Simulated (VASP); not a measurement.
# RbBr (Pm-3m) in VASP: single point with r2SCAN

Aim: the single point of RbBr with r2SCAN.

Everything below comes from runs of VASP 6.6.1. Logs are shortened: lines on timing, memory, paths and dates and some standing lists are left out, and cuts for length are marked.

## 1. The cell of the first run

The structure is cubic, space group Pm-3m (No. 221). The conventional cell has a = 4.126 Å, b = 4.126 Å, c = 4.126 Å, α = 90.00°, β = 90.00°, γ = 90.00°. Rb (site symmetry m-3m) has 8 Br at 3.57 Å and 6 Rb at 4.13 Å within 4.7 Å. Br (site symmetry m-3m) has 8 Rb at 3.57 Å and 6 Br at 4.13 Å within 4.7 Å.

## 2. Single point, r2SCAN

Contents of POSCAR:

```
RbBr
1.0
    4.1260773000      0.0000000000      0.0000000000
    0.0000000000      4.1260773000      0.0000000000
    0.0000000000      0.0000000000      4.1260773000
Rb Br
1 1
Direct
    0.0000000000      0.0000000000      0.0000000000
    0.5000000000      0.5000000000      0.5000000000
```

Contents of INCAR.step1:

```
PREC = Accurate ; ENCUT = 520
ISMEAR = 0 ; SIGMA = 0.01
LREAL = F ; LASPH = T
NELM = 80 ; NBANDS = 15
GGA = PE ; ALGO = Normal
EDIFF = 1E-4 ; LWAVE = T
LCHARG = F
```

Contents of INCAR.step2:

```
PREC = Accurate ; ENCUT = 520
EDIFF = 1E-7 ; ISMEAR = 0
SIGMA = 0.01 ; LREAL = F
LASPH = T ; NELM = 80
ALGO = Normal ; ISIF = 2
LWAVE = F ; LCHARG = T
METAGGA = R2SCAN ; LMIXTAU = T
LELF = T ; LVHAR = T
NBANDS = 15 ; ISTART = 1
```

Contents of KPOINTS:

```
regular mesh
0
Gamma
  4 4 4
```

Potentials or basis: VASP PAW PBE potentials, release 64 (Rb_sv, Br).

Launch:

```sh
$ cat potpaw_PBE.64/Rb_sv/POTCAR potpaw_PBE.64/Br/POTCAR > POTCAR
$ cp INCAR.step1 INCAR
$ mpirun -np 1 vasp_std > vasp.out
$ cp INCAR.step2 INCAR
$ mpirun -np 1 vasp_std > vasp.out
```

OUTCAR:

```text
PREC = Accurate
   ENCUT = 520
   EDIFF = 1E-7
   ISMEAR = 0
   LREAL = F
   LASPH = T
   NELM = 80
   ISIF = 2
   METAGGA = R2SCAN
   ISTART = 1

 ion  position               nearest neighbor table
   1  0.000  0.000  0.000-   2 3.57   2 3.57   2 3.57   2 3.57   2 3.57   2 3.57   2 3.57   2 3.57

   2  0.500  0.500  0.500-   1 3.57   1 3.57   1 3.57   1 3.57   1 3.57   1 3.57   1 3.57   1 3.57

  LATTYP: Found a simple cubic cell.
 ALAT       =     4.1260773000

  Lattice vectors:

 A1 = (   4.1260773000,   0.0000000000,   0.0000000000)
 A2 = (   0.0000000000,   4.1260773000,   0.0000000000)
 A3 = (   0.0000000000,   0.0000000000,   4.1260773000)

Analysis of symmetry for initial positions (statically):
=====================================================================
 Subroutine PRICEL returns:
 Original cell was already a primitive cell.

 Routine SETGRP: Setting up the symmetry group for a
 simple cubic supercell.

 Subroutine GETGRP returns: Found 48 space group operations
 (whereof 48 operations were pure point group operations)
 out of a pool of 48 trial point group operations.

The static configuration has the point symmetry O_h .

Analysis of symmetry for dynamics (positions and initial velocities):
=====================================================================
 Subroutine PRICEL returns:
 Original cell was already a primitive cell.

 Routine SETGRP: Setting up the symmetry group for a
 simple cubic supercell.

 Subroutine GETGRP returns: Found 48 space group operations
 (whereof 48 operations were pure point group operations)
 out of a pool of 48 trial point group operations.

The dynamic configuration has the point symmetry O_h .

 Subroutine INISYM returns: Found 48 space group operations
 (whereof 48 operations are pure point group operations),
 and found     1 'primitive' translations

----------------------------------------------------------------------------------------

                                     Primitive cell

  volume of cell :      70.2445

  direct lattice vectors                    reciprocal lattice vectors
     4.126077300  0.000000000  0.000000000     0.242360947  0.000000000  0.000000000
     0.000000000  4.126077300  0.000000000     0.000000000  0.242360947  0.000000000
     0.000000000  0.000000000  4.126077300     0.000000000  0.000000000  0.242360947

  length of vectors
     4.126077300  4.126077300  4.126077300     0.242360947  0.242360947  0.242360947

  position of ions in fractional coordinates (direct lattice)
     0.000000000  0.000000000  0.000000000
     0.500000000  0.500000000  0.500000000

  ion indices of the primitive-cell ions
   primitive index   ion index
                 1           1
                 2           2

----------------------------------------------------------------------------------------

 KPOINTS: regular mesh

Automatic generation of k-mesh.
 Grid dimensions read from file:
 generate k-points for:    4    4    4

 Generating k-lattice:

  Cartesian coordinates                     Fractional coordinates (reciprocal lattice)
     0.060590237  0.000000000  0.000000000     0.250000000  0.000000000  0.000000000
     0.000000000  0.060590237  0.000000000     0.000000000  0.250000000  0.000000000
     0.000000000  0.000000000  0.060590237     0.000000000  0.000000000  0.250000000

  Length of vectors
     0.060590237  0.060590237  0.060590237

  Shift w.r.t. Gamma in fractional coordinates (k-lattice)
     0.000000000  0.000000000  0.000000000

 Subroutine IBZKPT returns following result:
 ===========================================

 Found     10 irreducible k-points:

 Following reciprocal coordinates:
            Coordinates               Weight
  0.000000  0.000000  0.000000      1.000000
  0.250000  0.000000  0.000000      6.000000
  0.500000  0.000000  0.000000      3.000000
  0.250000  0.250000  0.000000     12.000000
  0.500000  0.250000  0.000000     12.000000
  0.500000  0.500000  0.000000      3.000000
  0.250000  0.250000  0.250000      8.000000
  0.500000  0.250000  0.250000     12.000000
  0.500000  0.500000  0.250000      6.000000
  0.500000  0.500000  0.500000      1.000000
   k-points           NKPTS =     10   k-points in BZ     NKDIM =     10   number of bands    NBANDS=     15
   number of dos      NEDOS =    301   number of ions     NIONS =      2
   total plane-waves  NPLWV =  32768
   dimension x,y,z NGX =    32 NGY =   32 NGZ =   32
   dimension x,y,z NGXF=    64 NGYF=   64 NGZF=   64
   ions per type =               1   1
   NGX,Y,Z   is equivalent  to a cutoff of  12.89, 12.89, 12.89 a.u.
   NGXF,Y,Z  is equivalent  to a cutoff of  25.79, 25.79, 25.79 a.u.
 SYSTEM =  unknown system
   PREC   = accura    normal or accurate (medium, high low for compatibility)
   ISTART =      1    job   : 0-new  1-cont  2-samecut
   ICHARG =      0    charge: 1-file 2-atom 10-const
   ISPIN  =      1    spin polarized calculation?
   LNONCOLLINEAR =      F non collinear calculations
   LSORBIT =      F    spin-orbit coupling
   LASPH  =      T    aspherical Exc in radial PAW
   ENCUT  =  520.0 eV  38.22 Ry    6.18 a.u.   7.67  7.67  7.67*2*pi/ulx,y,z
   NELM   =     80;   NELMIN=  2; NELMDL=  0     # of ELM steps
   EDIFF  = 0.1E-06   stopping-criterion for ELM
   LREAL  =      F    real-space projection
   EDIFFG = 0.1E-05   stopping-criterion for IOM
   NSW    =      0    number of steps for IOM
   IBRION =     -1    ionic relax: 0-MD 1-quasi-New 2-CG
   NFREE  =      0    steps in history (QN), initial steepest desc. (CG)
   ISIF   =      2    stress and relaxation
   ISYM   =      2    0-nonsym 1-usesym 2-fastsym
   POTIM  = 0.5000    time-step for ionic-motion
   TEBEG  =    0.0;   TEEND  =   0.0 temperature during run
   PSTRESS=    0.0 pullay stress
   NELECT =      16.0000    total number of electrons
   NUPDOWN=      -1.0000    fix difference up-down
   EMIN   =  10.00;   EMAX   =-10.00  energy-range for DOS
   EFERMI =   0.00;   METHOD = LEGACY
   ISMEAR =     0;   SIGMA  =   0.01  broadening in eV -4-tet -1-fermi 0-gaus
   EFERMI_NEDOS =   21; number of points for ismear=-14 and -15
   IALGO  =     38    algorithm
   IMIX   =      4    mixing-type and parameters
     AMIX     =   0.40;   BMIX     =  1.00
     AMIX_MAG =   1.60;   BMIX_MAG =  1.00
  volume/ion in A,a.u.               =      35.12       237.02
  Fermi-wavevector in a.u.,A,eV,Ry     =   0.999795  1.889338 13.600238  0.999589
  Thomas-Fermi vector in A             =   2.132108
   LORBIT       =      0    0 simple, 1 ext, 2 COOP (PROOUT), +10 PAW based schemes
   METAGGA = R2SCAN    functional components
   LHFCALC =     F    Hartree Fock is set to
   AEXX    =    0.0000 exact exchange contribution
   IVDW    =     0    specifies the selected vdW correction
   LEPSILON=     F    determine dielectric tensor
   LRPA    =     F    only Hartree local field effects (RPA)
 non-spin polarized calculation
 Gauss-broadening in eV      SIGMA  =   0.01
  energy-cutoff  :      520.00
  volume of cell :       70.24
 maximum number of plane-waves:      1924
 NGX is ok and might be reduce to    32
   NGX = 15   NGY = 15   NGZ = 15

 number of electron      16.0000002 magnetization

 Free energy of the ion-electron system (eV)
  ---------------------------------------------------
  ext. energy  EPLUGINS =         0.00000000
  ---------------------------------------------------
  free energy    TOTEN  =       -31.10829768 eV

  energy without entropy =      -31.10829768  energy(sigma->0) =      -31.10829768

 E-fermi :  -0.9120     XC(G=0):  -8.3255

 val. band max:       -1.0484285599   @ k =   0.5000   0.5000   0.0000
 cond. band min:       3.7817644729   @ k =   0.0000   0.0000   0.0000
 fundamental gap:      4.8301930328
 Fermi energy:        -0.9120056664

 k-point     1 :       0.0000    0.0000    0.0000
  band No.  band energies     occupation
      1     -26.9393      2.00000
      2     -14.1045      2.00000
      3     -10.3765      2.00000
      4     -10.3765      2.00000
      5     -10.3765      2.00000
      6      -1.2025      2.00000
      7      -1.2025      2.00000
      8      -1.2025      2.00000
      9       3.7818      0.00000
     10       5.0663      0.00000
     11       5.0663      0.00000
     12       9.6718      0.00000
     13       9.6718      0.00000
     14       9.6718      0.00000
     15      12.3399      0.00000

 k-point     2 :       0.2500    0.0000    0.0000
  band No.  band energies     occupation
      1     -26.9289      2.00000
      2     -14.0999      2.00000
      3     -10.4433      2.00000
      4     -10.3529      2.00000
      5     -10.3529      2.00000
      6      -2.0843      2.00000
      7      -1.2362      2.00000
      8      -1.2362      2.00000
      9       5.0530      0.00000
     10       5.5403      0.00000
     11       6.3179      0.00000
     12       9.4646      0.00000
     13       9.4646      0.00000
     14      10.0195      0.00000
     15      10.1180      0.00000

 k-point     3 :       0.5000    0.0000    0.0000
  band No.  band energies     occupation
      1     -26.9184      2.00000
      2     -14.0982      2.00000
      3     -10.4986      2.00000
      4     -10.3291      2.00000
      5     -10.3291      2.00000
      6      -2.7519      2.00000
      7      -1.2721      2.00000
      8      -1.2721      2.00000
      9       6.4048      0.00000
     10       6.7594      0.00000
     11       7.3167      0.00000
     12       8.3098      0.00000
     13       9.6047      0.00000
     14       9.6047      0.00000
     15      10.5114      0.00000
[... 91 lines left out ...]
 k-point     9 :       0.5000    0.5000    0.2500
  band No.  band energies     occupation
      1     -26.8903      2.00000
      2     -13.8505      2.00000
      3     -10.6411      2.00000
      4     -10.6411      2.00000
      5     -10.4510      2.00000
      6      -2.2511      2.00000
      7      -2.2511      2.00000
      8      -1.7962      2.00000
      9       6.0359      0.00000
     10       7.4460      0.00000
     11       7.6118      0.00000
     12       7.6118      0.00000
     13       9.9121      0.00000
     14       9.9121      0.00000
     15      11.7152      0.00000

 k-point    10 :       0.5000    0.5000    0.5000
  band No.  band energies     occupation
      1     -26.8812      2.00000
      2     -13.7938      2.00000
      3     -10.5985      2.00000
      4     -10.5985      2.00000
      5     -10.5985      2.00000
      6      -2.3895      2.00000
      7      -2.3895      2.00000
      8      -2.3895      2.00000
      9       7.8263      0.00000
     10       7.8263      0.00000
     11       7.8263      0.00000
     12       9.1062      0.00000
     13       9.1062      0.00000
     14       9.1062      0.00000
     15      11.8573      0.00000

------------------------ aborting loop because EDIFF is reached ----------------------------------------

  FORCE on cell =-STRESS in cart. coord.  units (eV):
  Direction    XX          YY          ZZ          XY          YZ          ZX
  --------------------------------------------------------------------------------------
  -------------------------------------------------------------------------------------
  Total        0.0282680      0.0282680      0.0282680     -0.0000000      0.0000000      0.0000000
  in kB        0.6447532      0.6447532      0.6447532     -0.0000000      0.0000000      0.0000000
  external PRESSURE =       0.6447532 kB  Pullay stress =       0.0000000 kB

 VOLUME and BASIS-vectors are now :
 -----------------------------------------------------------------------------
  energy-cutoff  :      520.00
  volume of cell :       70.24
      direct lattice vectors                 reciprocal lattice vectors
     4.126077300  0.000000000  0.000000000     0.242360947  0.000000000  0.000000000
     0.000000000  4.126077300  0.000000000     0.000000000  0.242360947  0.000000000
     0.000000000  0.000000000  4.126077300     0.000000000  0.000000000  0.242360947

 POSITION                                       TOTAL-FORCE (eV/Angst)
 -----------------------------------------------------------------------------------
      0.00000      0.00000      0.00000         0.000000      0.000000      0.000000
      2.06304      2.06304      2.06304         0.000000      0.000000      0.000000
 -----------------------------------------------------------------------------------
    total drift:                                0.000000      0.000000     -0.000000

  FREE ENERGIE OF THE ION-ELECTRON SYSTEM (eV)
  ---------------------------------------------------
  free  energy   TOTEN  =       -31.1082976816 eV

  energy  without entropy=      -31.1082976816  energy(sigma->0) =      -31.10829768
```

Wall time 45 s (1 thread of Intel Xeon Platinum 8488C (Sapphire Rapids), shared host); peak memory 0.18 GiB.

What came out:

- Free energy: -31.1083 eV
- Pressure: 0.1 GPa
- Band gap on the k mesh: 4.83 eV, indirect (least direct gap 4.98 eV)

Caveat: the PAW data sets were made with another functional, which shifts forces and pressure a little. A k mesh can miss the band edges.
